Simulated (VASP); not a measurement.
# W4CS8O in VASP: single point with PBE+D3(BJ)

Aim: the single point of W4CS8O with PBE+D3(BJ).

Program: VASP 6.6.1. These are calculated values, not measurements. Logs are shortened: lines on timing, memory, paths and dates and some standing lists are left out, and cuts for length are marked.

### Step 1. The cell of the first run

The cell holds a slab with vacuum, 14 atoms: a = 3.154 Å, b = 3.154 Å, c = 41.509 Å, α = 90.00°, β = 90.00°, γ = 120.00°.

### Step 2. Single point, PBE+D3(BJ)

File INCAR:

```
SYSTEM = W4CS8O
PREC     = Accurate       ! precision mode
ENCUT    = 520            ! plane-wave cutoff, eV
EDIFF    = 1E-6           ! SCF threshold, eV
ISMEAR   = 0              ! smearing method
SIGMA    = 0.05           ! smearing width, eV
LREAL    = .False.        ! projectors in reciprocal space
LASPH    = .True.         ! aspherical terms in the spheres
NELM     = 60             ! most SCF steps
ALGO     = Normal         ! electronic algorithm
ISIF     = 2              ! what is computed and relaxed
LWAVE    = .False.        ! write WAVECAR
LCHARG   = .False.        ! write CHGCAR
LDIPOL   = .True.       
IDIPOL   = 3            
DIPOL    = 0.5 0.5 0.512
GGA      = PE             ! functional
IVDW     = 12             ! dispersion correction
NBANDS   = 70             ! bands
```

File KPOINTS:

```
regular mesh
0
Gamma
  9 9 1
  0 0 0
```

File POSCAR:

```
W4CS8O
1.0
    3.1542061837      0.0000000000      0.0000000000
   -1.5771030919      2.7316226839      0.0000000000
    0.0000000000      0.0000000000     41.5092614660
S W C O
8 4 1 1
Direct
    0.6666666667      0.3333333333      0.2047735783
    0.6666666667      0.3333333333      0.2806457510
    0.3333333333      0.6666666667      0.3510049089
    0.3333333333      0.6666666667      0.4268770816
    0.6666666667      0.3333333333      0.4972112696
    0.6666666667      0.3333333333      0.5730712928
    0.3333333333      0.6666666667      0.6435452846
    0.3333333333      0.6666666667      0.7194308203
    0.3333333333      0.6666666667      0.2427096646
    0.6666666667      0.3333333333      0.3889409952
    0.3333333333      0.6666666667      0.5351421199
    0.6666666667      0.3333333333      0.6814921852
    0.0000000000      0.0000000000      0.7950382404
    0.0000000000      0.0000000000      0.8223944921
```

Potentials or basis: VASP PAW PBE potentials, release 64 (S, W_sv, C, O).

The run is started by

```bash
> cat potpaw_PBE.64/S/POTCAR potpaw_PBE.64/W_sv/POTCAR potpaw_PBE.64/C/POTCAR potpaw_PBE.64/O/POTCAR > POTCAR
> mpirun -np 1 vasp_std > vasp.out
```

OUTCAR:

```text
SYSTEM = W4CS8O
   PREC = Accurate
   ENCUT = 520
   EDIFF = 1E-6
   ISMEAR = 0
   LREAL = .False.
   LASPH = .True.
   NELM = 60
   ISIF = 2
   GGA = PE
   IVDW = 12
 IVDW          = 12

 ion  position               nearest neighbor table
   1  0.667  0.333  0.205-   9 2.41   9 2.41   9 2.41
   2  0.667  0.333  0.281-   9 2.41   9 2.41   9 2.41
   3  0.333  0.667  0.351-  10 2.41  10 2.41  10 2.41
   4  0.333  0.667  0.427-  10 2.41  10 2.41  10 2.41
   5  0.667  0.333  0.497-  11 2.41  11 2.41  11 2.41
   6  0.667  0.333  0.573-  11 2.41  11 2.41  11 2.41
   7  0.333  0.667  0.644-  12 2.41  12 2.41  12 2.41
   8  0.333  0.667  0.719-  12 2.41  12 2.41  12 2.41
   9  0.333  0.667  0.243-   1 2.41   1 2.41   1 2.41   2 2.41   2 2.41   2 2.41
  10  0.667  0.333  0.389-   3 2.41   3 2.41   3 2.41   4 2.41   4 2.41   4 2.41
  11  0.333  0.667  0.535-   6 2.41   6 2.41   6 2.41   5 2.41   5 2.41   5 2.41
  12  0.667  0.333  0.681-   8 2.41   8 2.41   8 2.41   7 2.41   7 2.41   7 2.41
  13  0.000  0.000  0.795-  14 1.14
  14  0.000  0.000  0.822-  13 1.14

  LATTYP: Found a hexagonal cell.
 ALAT       =     3.1542061837
 C/A-ratio  =    13.1599708607

  Lattice vectors:

 A1 = (   3.1542061837,   0.0000000000,   0.0000000000)
 A2 = (  -1.5771030919,   2.7316226839,   0.0000000000)
 A3 = (   0.0000000000,   0.0000000000,  41.5092614660)

Analysis of symmetry for initial positions (statically):
=====================================================================
 Subroutine PRICEL returns:
 Original cell was already a primitive cell.

 Routine SETGRP: Setting up the symmetry group for a
 hexagonal supercell.

 Subroutine GETGRP returns: Found  6 space group operations
 (whereof  6 operations were pure point group operations)
 out of a pool of 24 trial point group operations.

The static configuration has the point symmetry C_3v.

Analysis of symmetry for dynamics (positions and initial velocities):
=====================================================================
 Subroutine PRICEL returns:
 Original cell was already a primitive cell.

 Routine SETGRP: Setting up the symmetry group for a
 hexagonal supercell.

 Subroutine GETGRP returns: Found  6 space group operations
 (whereof  6 operations were pure point group operations)
 out of a pool of 24 trial point group operations.

The dynamic configuration has the point symmetry C_3v.

 Subroutine INISYM returns: Found  6 space group operations
 (whereof  6 operations are pure point group operations),
 and found     1 'primitive' translations

----------------------------------------------------------------------------------------

                                     Primitive cell

  volume of cell :     357.6480

  direct lattice vectors                    reciprocal lattice vectors
     3.154206184  0.000000000  0.000000000     0.317036979  0.183041385  0.000000000
    -1.577103092  2.731622684  0.000000000     0.000000000  0.366082770  0.000000000
     0.000000000  0.000000000 41.509261466     0.000000000  0.000000000  0.024091009

  length of vectors
     3.154206184  3.154206184 41.509261466     0.366082770  0.366082770  0.024091009

  position of ions in fractional coordinates (direct lattice)
     0.666666667  0.333333333  0.204773578
     0.666666667  0.333333333  0.280645751
     0.333333333  0.666666667  0.351004909
     0.333333333  0.666666667  0.426877082
     0.666666667  0.333333333  0.497211270
     0.666666667  0.333333333  0.573071293
     0.333333333  0.666666667  0.643545285
     0.333333333  0.666666667  0.719430820
     0.333333333  0.666666667  0.242709665
     0.666666667  0.333333333  0.388940995
     0.333333333  0.666666667  0.535142120
     0.666666667  0.333333333  0.681492185
     0.000000000  0.000000000  0.795038240
     0.000000000  0.000000000  0.822394492

  ion indices of the primitive-cell ions
   primitive index   ion index
                 1           1
                 2           2
                 3           3
                 4           4
                 5           5
                 6           6
                 7           7
                 8           8
                 9           9
                10          10
                11          11
                12          12
                13          13
                14          14

----------------------------------------------------------------------------------------

 KPOINTS: regular mesh

Automatic generation of k-mesh.
 Grid dimensions read from file:
 generate k-points for:    9    9    1

 Generating k-lattice:

  Cartesian coordinates                     Fractional coordinates (reciprocal lattice)
     0.035226331  0.020337932  0.000000000     0.111111111 -0.000000000  0.000000000
     0.000000000  0.040675863  0.000000000     0.000000000  0.111111111  0.000000000
     0.000000000  0.000000000  0.024091009     0.000000000  0.000000000  1.000000000

  Length of vectors
     0.040675863  0.040675863  0.024091009

  Shift w.r.t. Gamma in fractional coordinates (k-lattice)
     0.000000000  0.000000000  0.000000000

 Subroutine IBZKPT returns following result:
 ===========================================

 Found     12 irreducible k-points:

 Following reciprocal coordinates:
            Coordinates               Weight
  0.000000  0.000000  0.000000      1.000000
  0.111111  0.000000  0.000000      6.000000
  0.222222  0.000000  0.000000      6.000000
  0.333333  0.000000  0.000000      6.000000
  0.444444  0.000000  0.000000      6.000000
  0.111111  0.111111  0.000000      6.000000
  0.222222  0.111111  0.000000     12.000000
  0.333333  0.111111  0.000000     12.000000
  0.444444  0.111111  0.000000      6.000000
  0.222222  0.222222  0.000000      6.000000
  0.333333  0.222222  0.000000     12.000000
  0.333333  0.333333  0.000000      2.000000
   k-points           NKPTS =     12   k-points in BZ     NKDIM =     12   number of bands    NBANDS=     70
   number of dos      NEDOS =    301   number of ions     NIONS =     14
   total plane-waves  NPLWV = 184320
   dimension x,y,z NGX =    24 NGY =   24 NGZ =  320
   dimension x,y,z NGXF=    48 NGYF=   48 NGZF=  640
   ions per type =               8   4   1   1
   NGX,Y,Z   is equivalent  to a cutoff of  12.65, 12.65, 12.82 a.u.
   NGXF,Y,Z  is equivalent  to a cutoff of  25.30, 25.30, 25.63 a.u.
 SYSTEM =  W4CS8O
   PREC   = accura    normal or accurate (medium, high low for compatibility)
   ISTART =      0    job   : 0-new  1-cont  2-samecut
   ICHARG =      2    charge: 1-file 2-atom 10-const
   ISPIN  =      1    spin polarized calculation?
   LNONCOLLINEAR =      F non collinear calculations
   LSORBIT =      F    spin-orbit coupling
   LASPH  =      T    aspherical Exc in radial PAW
   ENCUT  =  520.0 eV  38.22 Ry    6.18 a.u.   5.86  5.86 77.18*2*pi/ulx,y,z
   NELM   =     60;   NELMIN=  2; NELMDL= -5     # of ELM steps
   EDIFF  = 0.1E-05   stopping-criterion for ELM
   LREAL  =      F    real-space projection
[... 7 lines left out ...]
   TEBEG  =    0.0;   TEEND  =   0.0 temperature during run
   PSTRESS=    0.0 pullay stress
   NELECT =     114.0000    total number of electrons
   NUPDOWN=      -1.0000    fix difference up-down
   EMIN   =  10.00;   EMAX   =-10.00  energy-range for DOS
   EFERMI =   0.00;   METHOD = LEGACY
   ISMEAR =     0;   SIGMA  =   0.05  broadening in eV -4-tet -1-fermi 0-gaus
   EFERMI_NEDOS =   21; number of points for ismear=-14 and -15
   IALGO  =     38    algorithm
   IMIX   =      4    mixing-type and parameters
     AMIX     =   0.40;   BMIX     =  1.00
     AMIX_MAG =   1.60;   BMIX_MAG =  1.00
  volume/ion in A,a.u.               =      25.55       172.39
  Fermi-wavevector in a.u.,A,eV,Ry     =   1.118299  2.113278 17.015339  1.250592
  Thomas-Fermi vector in A             =   2.254929
   LORBIT       =      0    0 simple, 1 ext, 2 COOP (PROOUT), +10 PAW based schemes
   GGA     = PE    functional components
   LHFCALC =     F    Hartree Fock is set to
   AEXX    =    0.0000 exact exchange contribution
   IVDW    =    12    specifies the selected vdW correction
   LEPSILON=     F    determine dielectric tensor
   LRPA    =     F    only Hartree local field effects (RPA)
 non-spin polarized calculation
 Gauss-broadening in eV      SIGMA  =   0.05
  energy-cutoff  :      520.00
  volume of cell :      357.65
 maximum number of plane-waves:      9694
 NGX is ok and might be reduce to    24
   NGX = 11   NGY = 11   NGZ =155

 dipolmoment           0.000000      0.000000      0.017999 electrons x Angstroem

 number of electron     113.9999982 magnetization

 dipolmoment           0.000000      0.000000     -0.025899 electrons x Angstroem

 Free energy of the ion-electron system (eV)
  ---------------------------------------------------
  ext. energy  EPLUGINS =         0.00000000
  ---------------------------------------------------
  free energy    TOTEN  =      -109.05915150 eV

  energy without entropy =     -109.05915150  energy(sigma->0) =     -109.05915150

 E-fermi :   3.4087     XC(G=0):  -7.4432

 val. band max:        2.9966248032   @ k =   0.0000   0.0000   0.0000
 cond. band min:       3.7483186391   @ k =   0.4444   0.0000   0.0000
 fundamental gap:      0.7516938359
 Fermi energy:         3.4086902705

 k-point     1 :       0.0000    0.0000    0.0000
  band No.  band energies     occupation
      1     -71.5897      2.00000
      2     -71.5895      2.00000
      3     -71.5895      2.00000
      4     -71.5865      2.00000
      5     -35.8472      2.00000
      6     -35.8471      2.00000
[... 61 lines left out ...]
     68       5.4497      0.00000
     69       5.4539      0.00000

 k-point     2 :       0.1111    0.0000    0.0000
  band No.  band energies     occupation
      1     -71.5874      2.00000
      2     -71.5872      2.00000
      3     -71.5872      2.00000
      4     -71.5843      2.00000
      5     -35.8393      2.00000
      6     -35.8393      2.00000
[... 61 lines left out ...]
     68       5.3251      0.00000
     69       5.3935      0.00000

 k-point     3 :       0.2222    0.0000    0.0000
  band No.  band energies     occupation
      1     -71.5818      2.00000
      2     -71.5816      2.00000
      3     -71.5816      2.00000
      4     -71.5786      2.00000
      5     -35.8218      2.00000
      6     -35.8218      2.00000
[... 637 lines left out ...]
     68       6.0531      0.00000
     69       6.2206      0.00000

 k-point    12 :       0.3333    0.3333    0.0000
  band No.  band energies     occupation
      1     -71.5682      2.00000
      2     -71.5681      2.00000
      3     -71.5681      2.00000
      4     -71.5651      2.00000
      5     -35.9404      2.00000
      6     -35.9404      2.00000
[... 61 lines left out ...]
     68       6.3779      0.00000
     69       6.3790      0.00000
 [bands above 69 left out]

------------------------ aborting loop because EDIFF is reached ----------------------------------------

 vacuum level on the upper side and lower side of the slab       (xc-potential included)        -0.521        -0.010

 Edisp (eV)   -5.08029

 E8    (eV) :    -2.1364

  FORCE on cell =-STRESS in cart. coord.  units (eV):
  Direction    XX          YY          ZZ          XY          YZ          ZX
  --------------------------------------------------------------------------------------
  -------------------------------------------------------------------------------------
  Total       0.74427     0.74427     1.15060    -0.00000     0.00000     0.00000
  in kB       3.33416     3.33416     5.15440    -0.00000     0.00000     0.00000
  external pressure =        3.94 kB  Pullay stress =        0.00 kB

 VOLUME and BASIS-vectors are now :
 -----------------------------------------------------------------------------
  energy-cutoff  :      520.00
  volume of cell :      357.65
      direct lattice vectors                 reciprocal lattice vectors
     3.154206184  0.000000000  0.000000000     0.317036979  0.183041385  0.000000000
    -1.577103092  2.731622684  0.000000000     0.000000000  0.366082770  0.000000000
     0.000000000  0.000000000 41.509261466     0.000000000  0.000000000  0.024091009

 POSITION                                       TOTAL-FORCE (eV/Angst)
 -----------------------------------------------------------------------------------
      1.57710      0.91054      8.50000         0.000000     -0.000000     -0.054348
      1.57710      0.91054     11.64940        -0.000000      0.000000      0.018531
     -0.00000      1.82108     14.56995        -0.000000      0.000000     -0.001211
     -0.00000      1.82108     17.71935         0.000000      0.000000      0.002470
      1.57710      0.91054     20.63887         0.000000      0.000000     -0.006911
      1.57710      0.91054     23.78777         0.000000      0.000000      0.009735
     -0.00000      1.82108     26.71309         0.000000      0.000000     -0.010342
     -0.00000      1.82108     29.86304        -0.000000     -0.000000      0.018133
     -0.00000      1.82108     10.07470        -0.000000      0.000000      0.029535
      1.57710      0.91054     16.14465        -0.000000     -0.000000      0.001453
     -0.00000      1.82108     22.21335        -0.000000      0.000000     -0.001451
      1.57710      0.91054     28.28824         0.000000      0.000000     -0.006042
      0.00000      0.00000     33.00145        -0.000000      0.000000     -0.934643
      0.00000      0.00000     34.13699        -0.000000      0.000000      0.935091
 -----------------------------------------------------------------------------------
    total drift:                               -0.000000     -0.000000     -0.000687

  FREE ENERGIE OF THE ION-ELECTRON SYSTEM (eV)
  ---------------------------------------------------
  free  energy   TOTEN  =      -114.1394430145 eV

  energy  without entropy=     -114.1394430145  energy(sigma->0) =     -114.13944301

 vacuum level on the upper side and lower side of the slab         7.267         7.785
```

Wall time 17 min (1 thread of Intel Xeon 8259CL, shared host); peak memory 0.61 GiB.

What came out:

```yaml
Free_energy: -114.1394 eV
Largest_force: 0.935 eV/Å
Band_gap_on_the_k_mesh: 0.75 eV (least direct gap 1.85 eV)
Dispersion_energy_per_atom: -0.363 eV
```

Forces on the atoms (eV/Å):
```
S    0.000  0.000 -0.054
S    0.000  0.000  0.019
S    0.000  0.000 -0.001
S    0.000  0.000  0.002
S    0.000  0.000 -0.007
S    0.000  0.000  0.010
S    0.000  0.000 -0.010
S    0.000  0.000  0.018
W    0.000  0.000  0.030
W    0.000  0.000  0.001
W    0.000  0.000 -0.001
W    0.000  0.000 -0.006
C    0.000  0.000 -0.935
O    0.000  0.000  0.935
```

Levels at points of the mesh, in eV from the valence-band top:
| k point | band 53 | band 54 | band 55 | band 56 | band 57 | band 58 | band 59 | band 60 | band 61 | band 62 |
| --- | --- | --- | --- | --- | --- | --- | --- | --- | --- | --- |
| (0.00, 0.00, 0.00) | -1.77 | -1.04 | -0.56 | -0.20 | 0.00 | 2.32 | 2.32 | 2.32 | 2.32 | 2.33 |

Caveat: spin-orbit coupling is left out, which moves the levels of the heavy elements.
